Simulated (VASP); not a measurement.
# Mg9O8 (a cell with a defect) in VASP: notebook, part 3 of 3

VASP 6.6.1.

## Step 5: Single point, LDA

INCAR reads:

```
  ALGO = Normal
  EDIFF = 1E-6
  ENCUT = 520
  GGA = CA
  ISIF = 2
  ISMEAR = -1
  LASPH = T
  LCHARG = F
  LREAL = Auto
  LWAVE = F
  NBANDS = 47
  NELM = 60
  PREC = Accurate
  SIGMA = 0.02
```

KPOINTS reads:

```
k-points
0
Gamma
  3 3 3
```

POSCAR reads:

```
Mg9O8
1.0
    0.0000000000      4.3520000000      4.3520000000
    4.3520000000      0.0000000000      4.3520000000
    4.3520000000      4.3520000000      0.0000000000
Mg O
9 8
Direct
    0.0174207261     -0.0316063879     -0.0358600643
    0.0762587316      0.1032518382      0.2437392004
   -0.1080420496      0.5369358915      0.0588837316
    0.0139160156      0.4398139936      0.5054132583
    0.5454601333      0.0225083869     -0.0181462546
    0.5177537914     -0.0204661075      0.5087818244
    0.4836407399      0.4982609145      0.0306097197
    0.5325769761      0.4578469669      0.5527447151
    0.0502681526      0.7739919577      0.6225045956
    0.2892296645      0.2379486443      0.2512367877
    0.2161568244      0.2477252987      0.8201800322
    0.2007287454      0.7321262638      0.2727719439
    0.2895281480      0.7131223575      0.7694302619
    0.7011842831      0.2804067096      0.2798000919
    0.7418897059      0.2708253676      0.7972005974
    0.7374221048      0.7453805147      0.2770530790
    0.6985031020      0.7480465303      0.8064454274
```

Potentials or basis: VASP PAW LDA potentials, release 64 (Mg, O).

Command:

```console
$ cat potpaw_LDA.64/Mg/POTCAR potpaw_LDA.64/O/POTCAR > POTCAR
$ mpirun -np 1 vasp_std > vasp.out
```

OUTCAR:

```text
EDIFF = 1E-6
   ENCUT = 520
   GGA = CA
   ISIF = 2
   ISMEAR = -1
   LASPH = T
   LREAL = Auto
   NELM = 60
   PREC = Accurate

 ion  position               nearest neighbor table
   1  0.017  0.968  0.964-  13 1.99  15 2.02  11 2.18  12 2.18  16 2.23   2 2.48   5 2.70  14 2.73
                             9 2.78   3 2.84   4 2.86   7 2.91   6 2.95   6 3.23   4 3.29   7 3.30
   2  0.076  0.103  0.244-  10 1.90  14 1.94  12 1.95  11 2.13   9 2.19   3 2.22   5 2.43   1 2.48
                             4 2.99   8 3.17   6 3.29   6 3.43
   3  0.892  0.537  0.059-  16 1.89  17 1.95  14 1.96   2 2.22   9 2.28  11 2.33  13 2.59   5 2.63
                            10 2.64   8 2.69   7 2.73   1 2.84   4 2.91   4 3.40   7 3.45   1 3.47
   4  0.014  0.440  0.505-  15 1.99  10 2.01  12 2.11  16 2.23  11 2.31   9 2.63  17 2.65   8 2.78
                             1 2.86   3 2.91   7 2.93   6 2.98   2 2.99   6 3.20   7 3.27   1 3.29
   5  0.545  0.023  0.982-  15 1.96  17 2.03  10 2.12  16 2.15  11 2.20   2 2.43   3 2.63   8 2.66
                             1 2.70  12 2.77   7 2.91   9 2.94   6 3.04   6 3.14   7 3.28   1 3.49
   6  0.518  0.980  0.509-  16 2.03  17 2.11  10 2.12  14 2.14  13 2.16  11 2.53   1 2.95   4 2.98
                             5 3.04   8 3.04   7 3.07   7 3.09   8 3.14   5 3.14   9 3.18   4 3.20
   7  0.484  0.498  0.031-  10 1.99  13 1.99  15 2.01  17 2.03  14 2.04  12 2.09   3 2.73   5 2.91
                             1 2.91   4 2.93   8 2.93   6 3.07   6 3.09   8 3.25   4 3.27   5 3.28
   8  0.533  0.458  0.553-  15 1.99  14 2.01  13 2.06  16 2.17  11 2.31   9 2.56   5 2.66  12 2.67
                             3 2.69   4 2.78   7 2.93   6 3.04   6 3.14   2 3.17   7 3.25   4 3.41
   9  0.050  0.774  0.623-  13 1.89  17 1.93  12 1.97   2 2.19   3 2.28   8 2.56   4 2.63  11 2.65
                             1 2.78   5 2.94   6 3.18   6 3.33
  10  0.289  0.238  0.251-   2 1.90   7 1.99   4 2.01   5 2.12   6 2.12   3 2.64
  11  0.216  0.248  0.820-   2 2.13   1 2.18   5 2.20   4 2.31   8 2.31   3 2.33   6 2.53   9 2.65

  12  0.201  0.732  0.273-   2 1.95   9 1.97   7 2.09   4 2.11   1 2.18   8 2.67   5 2.77
  13  0.290  0.713  0.769-   9 1.89   1 1.99   7 1.99   8 2.06   6 2.16   3 2.59
  14  0.701  0.280  0.280-   2 1.94   3 1.96   8 2.01   7 2.04   6 2.14   1 2.73
  15  0.742  0.271  0.797-   5 1.96   8 1.99   4 1.99   7 2.01   1 2.02
  16  0.737  0.745  0.277-   3 1.89   6 2.03   5 2.15   8 2.17   4 2.23   1 2.23
  17  0.699  0.748  0.806-   9 1.93   3 1.95   7 2.03   5 2.03   6 2.11   4 2.65

  LATTYP: Found a face centered cubic cell.
 ALAT       =     8.7040000000

  Lattice vectors:

 A1 = (   0.0000000000,   4.3520000000,   4.3520000000)
 A2 = (   4.3520000000,   0.0000000000,   4.3520000000)
 A3 = (   4.3520000000,   4.3520000000,   0.0000000000)

Analysis of symmetry for initial positions (statically):
=====================================================================
 Subroutine PRICEL returns:
 Original cell was already a primitive cell.

 Routine SETGRP: Setting up the symmetry group for a
 face centered cubic supercell.

 Subroutine GETGRP returns: Found  1 space group operations
 (whereof  1 operations were pure point group operations)
 out of a pool of 48 trial point group operations.

The static configuration has the point symmetry C_1 .

Analysis of symmetry for dynamics (positions and initial velocities):
=====================================================================
 Subroutine PRICEL returns:
 Original cell was already a primitive cell.

 Routine SETGRP: Setting up the symmetry group for a
 face centered cubic supercell.

 Subroutine GETGRP returns: Found  1 space group operations
 (whereof  1 operations were pure point group operations)
 out of a pool of 48 trial point group operations.

[... 105 lines left out ...]
   dimension x,y,z NGXF=    96 NGYF=   96 NGZF=   96
   ions per type =               9   8
   NGX,Y,Z   is equivalent  to a cutoff of  12.97, 12.97, 12.97 a.u.
   NGXF,Y,Z  is equivalent  to a cutoff of  25.93, 25.93, 25.93 a.u.
 SYSTEM =  unknown system
   PREC   = accura    normal or accurate (medium, high low for compatibility)
   ISTART =      0    job   : 0-new  1-cont  2-samecut
   ICHARG =      2    charge: 1-file 2-atom 10-const
   ISPIN  =      1    spin polarized calculation?
   LNONCOLLINEAR =      F non collinear calculations
   LSORBIT =      F    spin-orbit coupling
   LASPH  =      T    aspherical Exc in radial PAW
   ENCUT  =  520.0 eV  38.22 Ry    6.18 a.u.  11.44 11.44 11.44*2*pi/ulx,y,z
   NELM   =     60;   NELMIN=  2; NELMDL= -5     # of ELM steps
   EDIFF  = 0.1E-05   stopping-criterion for ELM
   LREAL  =      T    real-space projection
   EDIFFG = 0.1E-04   stopping-criterion for IOM
   NSW    =      0    number of steps for IOM
   IBRION =     -1    ionic relax: 0-MD 1-quasi-New 2-CG
   NFREE  =      0    steps in history (QN), initial steepest desc. (CG)
   ISIF   =      2    stress and relaxation
   ISYM   =      2    0-nonsym 1-usesym 2-fastsym
   POTIM  = 0.5000    time-step for ionic-motion
   TEBEG  =    0.0;   TEEND  =   0.0 temperature during run
   PSTRESS=    0.0 pullay stress
   NELECT =      66.0000    total number of electrons
   NUPDOWN=      -1.0000    fix difference up-down
   EMIN   =  10.00;   EMAX   =-10.00  energy-range for DOS
   EFERMI =   0.00;   METHOD = LEGACY
   ISMEAR =    -1;   SIGMA  =   0.02  broadening in eV -4-tet -1-fermi 0-gaus
   EFERMI_NEDOS =   21; number of points for ismear=-14 and -15
   IALGO  =     38    algorithm
   IMIX   =      4    mixing-type and parameters
     AMIX     =   0.40;   BMIX     =  1.00
     AMIX_MAG =   1.60;   BMIX_MAG =  1.00
  volume/ion in A,a.u.               =       9.70        65.44
  Fermi-wavevector in a.u.,A,eV,Ry     =   1.206583  2.280112 19.807945  1.455843
  Thomas-Fermi vector in A             =   2.342246
   LORBIT       =      0    0 simple, 1 ext, 2 COOP (PROOUT), +10 PAW based schemes
   GGA     = CA    functional components
   LHFCALC =     F    Hartree Fock is set to
   AEXX    =    0.0000 exact exchange contribution
   IVDW    =     0    specifies the selected vdW correction
   LEPSILON=     F    determine dielectric tensor
   LRPA    =     F    only Hartree local field effects (RPA)
 non-spin polarized calculation
  energy-cutoff  :      520.00
  volume of cell :      164.85
 maximum number of plane-waves:      4477
 NGX is ok and might be reduce to    48
   NGX = 23   NGY = 23   NGZ = 23

 number of electron      65.9999998 magnetization

 Free energy of the ion-electron system (eV)
  ---------------------------------------------------
  ext. energy  EPLUGINS =         0.00000000
  ---------------------------------------------------
  free energy    TOTEN  =       -97.94382013 eV

  energy without entropy =      -97.94378568  energy(sigma->0) =      -97.94380290

 E-fermi :   8.1153     XC(G=0): -11.4079

 val. band max:        7.9565042350   @ k =   0.0000  -0.3333   0.3333
 cond. band min:       8.2644959886   @ k =   0.0000   0.0000   0.3333
 fundamental gap:      0.3079917536
 Fermi energy:         8.1152674588

 k-point     1 :       0.0000    0.0000    0.0000
  band No.  band energies     occupation
      1     -14.1293      2.00000
      2     -13.0835      2.00000
      3     -13.0120      2.00000
      4     -12.9738      2.00000
      5     -12.9260      2.00000
      6     -12.7261      2.00000
[... 661 lines left out ...]
     44      12.9934      0.00000
     45      13.3509      0.00000
 [bands above 45 left out]

------------------------ aborting loop because EDIFF is reached ----------------------------------------

  FORCE on cell =-STRESS in cart. coord.  units (eV):
  Direction    XX          YY          ZZ          XY          YZ          ZX
  --------------------------------------------------------------------------------------
  -------------------------------------------------------------------------------------
  Total       12.4965865     15.9829705     16.3700368     -2.0276485     -2.7290262     -0.1122732
  in kB      121.4521831    155.3357524    159.0975827    -19.7063682    -26.5229385     -1.0911642
  external PRESSURE =     145.2951727 kB  Pullay stress =       0.0000000 kB

 VOLUME and BASIS-vectors are now :
 -----------------------------------------------------------------------------
  energy-cutoff  :      520.00
  volume of cell :      164.85
      direct lattice vectors                 reciprocal lattice vectors
     0.000000000  4.352000000  4.352000000    -0.114889706  0.114889706  0.114889706
     4.352000000  0.000000000  4.352000000     0.114889706 -0.114889706  0.114889706
     4.352000000  4.352000000  0.000000000     0.114889706  0.114889706 -0.114889706

 POSITION                                       TOTAL-FORCE (eV/Angst)
 -----------------------------------------------------------------------------------
      8.41039      4.27175      4.29026         0.025334     -0.031974     -0.005561
      1.51010      1.39263      0.78123        -0.059813     -0.064829     -0.023946
      2.59301      4.13806      6.21855        -0.017244     -0.052188     -0.050149
      4.11363      2.26012      1.97463         0.040710     -0.007265     -0.014406
      4.37098      6.64687      2.47180        -0.036446      0.018627      0.026914
      6.47715      4.46748      6.51620         0.000825      0.045526      0.005643
[... 9 lines left out ...]
      4.44963      4.41500      6.45316         0.066010      0.012438      0.032805
      6.76515      6.54954      6.29538         0.007021     -0.048722     -0.003223
 -----------------------------------------------------------------------------------
    total drift:                                0.002215     -0.004566      0.007535

  FREE ENERGIE OF THE ION-ELECTRON SYSTEM (eV)
  ---------------------------------------------------
  free  energy   TOTEN  =       -97.9438201279 eV

  energy  without entropy=      -97.9437856799  energy(sigma->0) =      -97.94380290
```

Wall time 2.8 min (1 thread of Intel Xeon 6975P-C (Granite Rapids), shared host); peak memory 0.29 GiB.

What came out:

```yaml
Free_energy: -97.9438 eV
Pressure: 14.5 GPa
Largest_force: 0.097 eV/Å
Band_gap_on_the_k_mesh: 0.31 eV
```

Forces on the atoms (eV/Å):
```
Mg   0.025 -0.032 -0.006
Mg  -0.060 -0.065 -0.024
Mg  -0.017 -0.052 -0.050
Mg   0.041 -0.007 -0.014
Mg  -0.036  0.019  0.027
Mg   0.001  0.046  0.006
Mg   0.000  0.024  0.021
Mg  -0.025 -0.008  0.018
Mg   0.053 -0.075 -0.032
O   -0.001  0.066  0.045
O    0.011  0.046 -0.025
O   -0.041  0.029 -0.043
O   -0.003  0.050  0.067
O   -0.006  0.006 -0.036
O   -0.015 -0.010  0.016
O    0.066  0.012  0.033
O    0.007 -0.049 -0.003
```

Levels at points of the mesh, in eV from the valence-band top:
| k point | band 29 | band 30 | band 31 | band 32 | band 33 | band 34 | band 35 | band 36 | band 37 | band 38 |
| --- | --- | --- | --- | --- | --- | --- | --- | --- | --- | --- |
| (0.00, 0.00, 0.00) | -5.81 | -5.48 | -5.42 | -5.34 | -2.20 | 0.55 | 0.84 | 1.10 | 1.46 | 1.62 |

## Step 6: Single point, LDA

INCAR reads:

```
SYSTEM = Mg9O8
PREC = Accurate
ENCUT = 520
EDIFF = 1E-7
ISMEAR = -1
SIGMA = 0.02
LREAL = Auto
LASPH = .True.
NELM = 60
ALGO = Normal
ISIF = 2
LWAVE = .False.
LCHARG = .False.
NBANDS = 47
```

KPOINTS reads:

```
Automatic mesh
0
Gamma
  3 3 3
  0 0 0
```

POSCAR reads:

```
Mg9O8
1.0
    0.0000000000      4.3520000000      4.3520000000
    4.3520000000      0.0000000000      4.3520000000
    4.3520000000      4.3520000000      0.0000000000
Mg O
9 8
Direct
    0.0002991728      0.0014949449     -0.0714919577
    0.0815113741      0.0772227711      0.2240139017
   -0.0677876838      0.5262704504      0.0731957721
   -0.0043342142      0.4654493336      0.5126303998
    0.5456776195      0.0232132353     -0.0193561581
    0.5142954963     -0.0168573070      0.5220859375
    0.4827805607      0.4983391544      0.0382074908
    0.5119634651      0.4774448529      0.5371302849
    0.0274245175      0.8047278263      0.6333130744
    0.2502250689      0.2614576057      0.2406974954
    0.2335076976      0.2089828814      0.8178463925
    0.2382527574      0.6910468750      0.3218982077
    0.2761765855      0.7126469439      0.7844307215
    0.7124005055      0.2764547335      0.2742676930
    0.7218227252      0.2920145910      0.7842443704
    0.7371289062      0.7590971967      0.2796245404
    0.7096011029      0.7289140625      0.8190392923
```

Potentials or basis: VASP PAW LDA potentials, release 64 (Mg, O).

Command:

```console
$ cat potpaw_LDA.64/Mg/POTCAR potpaw_LDA.64/O/POTCAR > POTCAR
$ mpirun -np 1 vasp_std > vasp.out
```

Run time: 7.8 min. Hardware: 1 thread of AMD EPYC 7R13 (Zen 3), shared host; peak memory 0.26 GiB.

The run converged. Its results:

```
Free energy            : -98.0194 eV
Pressure               : 14.0 GPa
Largest force          : 0.097 eV/Å
Band gap on the k mesh : 0.30 eV
```

Forces in eV/Å, atoms in the order of the input:
```
Mg   0.072  0.018 -0.020
Mg  -0.053  0.011  0.039
Mg  -0.045  0.015  0.011
Mg   0.026  0.024  0.018
Mg  -0.091 -0.008 -0.031
Mg   0.051  0.013 -0.007
Mg  -0.007  0.012  0.007
Mg  -0.026 -0.036 -0.019
Mg   0.054 -0.072  0.012
O    0.057 -0.013  0.044
O   -0.027  0.017 -0.002
O   -0.042  0.025  0.002
O    0.012  0.053  0.012
O   -0.044 -0.020 -0.011
O   -0.002 -0.034 -0.021
O    0.055  0.007 -0.001
O    0.009 -0.012 -0.032
```

Stress tensor (GPa, compression positive):
```
12.60 -1.53  0.45
-1.53 14.97 -5.07
 0.45 -5.07 14.47
```

Levels at points of the mesh, in eV from the valence-band top:
```csv
k point,band 30,band 31,band 32,band 33,band 34,band 35,band 36,band 37
"(0.00, 0.00, 0.00)",-5.57,-5.41,-5.31,-2.21,0.46,0.88,1.10,1.49
```
